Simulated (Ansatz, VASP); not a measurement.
Pd: VASP beside Ansatz

INCAR

```
PREC     = Accurate       # precision mode
ENCUT    = 520            # plane-wave cutoff, eV
EDIFF    = 1E-6           # SCF threshold, eV
ISMEAR   = -1             # smearing method
SIGMA    = 0.1            # smearing width, eV
LREAL    = F              # projectors in reciprocal space
LASPH    = T              # aspherical terms in the spheres
NELM     = 100            # most SCF steps
ALGO     = Normal         # electronic algorithm
ISIF     = 2              # what is computed and relaxed
LWAVE    = F              # write WAVECAR
LCHARG   = F              # write CHGCAR
LDIPOL   = T            
IDIPOL   = 3            
DIPOL    = 0.5 0.5 0.500
GGA      = PE             # functional
NBANDS   = 22             # bands
```

KPOINTS

```
Automatic mesh
0
Gamma
  12 8 1
```

The input POSCAR:

```
Pd
1.0
    2.7903171809      0.0000000000      0.0000000000
    0.0000000000      3.9461044005      0.0000000000
    0.0000000000      0.0000000000     24.6451000000
Pd
3
Direct
    0.0000000000      0.0000000000      0.4463360986
    0.5000000000      0.5000000000      0.5000000050
    0.0000000000      0.0000000000      0.5536639014
```

Input for Ansatz:

```yaml
crystal:
  lattice:
    - [2.7903171809, 0.0, 0.0]
    - [0.0, 3.9461044005, 0.0]
    - [0.0, 0.0, 24.6451]
  atoms:
    - { symbol: Pd, position: [0.0, 0.0, 0.4463360986] }
    - { symbol: Pd, position: [0.5, 0.5, 0.500000005] }
    - { symbol: Pd, position: [0.0, 0.0, 0.5536639014] }
kpoints:
  mp_grid: { grid: [12, 8, 1] }
scf:
  occupations: { method: fermi_dirac, width: 0.1 }
hamiltonian:
  xc: pbe
  pseudopotentials: { kind: all_electron, lapw: { basis_error: 0.001 } }
output:
  forces: true
  stress: true
  eigenvalues: true
efield:
  axis: 3
  amplitude: 0
  dipole_correction: true
```

Alike in both runs: task single point; functional PBE; k mesh 12 × 8 × 1; occupations fermi-dirac, width 0.1 eV; no spin polarisation.

```csv
,VASP,Ansatz
version,VASP 6.6.1,Ansatz 0.2.0
potentials or method,"VASP PAW PBE potentials, release 64 (Pd), cutoff 520 eV","all-electron LAPW, scalar-relativistic"
```

```csv
,VASP,Ansatz,Ansatz less VASP
rms of the force components (eV/Å),0.012,0.003,-0.0097
```

Atom by atom the forces differ by 0.010 eV/Å (rms over components). Ansatz ran all-electron here, and VASP with PAW potentials.
